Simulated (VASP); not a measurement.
A run of VASP 6.6.1:

The input POSCAR:

```
SnO
1.0
    0.0000000000      2.7082147584      2.7082147584
    2.7082147584      0.0000000000      2.7082147584
    2.7082147584      2.7082147584      0.0000000000
Sn O
1 1
Direct
    0.0000000000      0.0000000000      0.0000000000
    0.2500000000      0.2500000000      0.2500000000
```

The input INCAR.step1:

```
SYSTEM = SnO
  PREC = Accurate
  ENCUT = 600
  EDIFF = 1E-5
  ISMEAR = -1
  SIGMA = 0.02
  LREAL = .FALSE.
  LASPH = .TRUE.
  NELM = 120
  ALGO = Normal
  LWAVE = .TRUE.
  LCHARG = .FALSE.
  GGA = PE
  NBANDS = 17
  GGA_COMPAT = .FALSE.
  IBRION = 2
  ISIF = 3
  EDIFFG = -0.005
  NELMIN = 4
  NSW = 100
  KPAR = 4
```

File INCAR.step2:

```
SYSTEM = SnO
  PREC = Accurate
  ENCUT = 600
  EDIFF = 1E-7
  ISMEAR = -1
  SIGMA = 0.02
  LREAL = .FALSE.
  LASPH = .TRUE.
  NELM = 120
  ALGO = Normal
  ISIF = 3
  LWAVE = .FALSE.
  LCHARG = .FALSE.
  GGA = PE
  LHFCALC = .TRUE.
  HFSCREEN = 0.2079
  PRECFOCK = Normal
  IBRION = 2
  NSW = 80
  EDIFFG = -0.005
  ISTART = 1
  GGA_COMPAT = .FALSE.
  NELMIN = 4
  KPAR = 4
```

Contents of KPOINTS:

```
regular mesh
0
G
  6 6 6
  0 0 0
```

Potentials or basis: VASP PAW PBE potentials, release 64 (Sn_d, O).

Run with:

```console
$ cat potpaw_PBE.64/Sn_d/POTCAR potpaw_PBE.64/O/POTCAR > POTCAR
$ cp INCAR.step1 INCAR
$ mpirun -np 4 vasp_std > vasp.out
$ cp INCAR.step2 INCAR
$ mpirun -np 4 vasp_std > vasp.out
```

Hardware: 4 MPI ranks on Intel(R) Xeon(R) Platinum 8488C (Sapphire Rapids), with other jobs on the host.

Estimate the wall time of this run.

It took 27 min on 4 MPI ranks on Intel(R) Xeon(R) Platinum 8488C (Sapphire Rapids) (shared host), peak memory 0.29 GiB a rank. Counts: k points 16, ion steps 3.
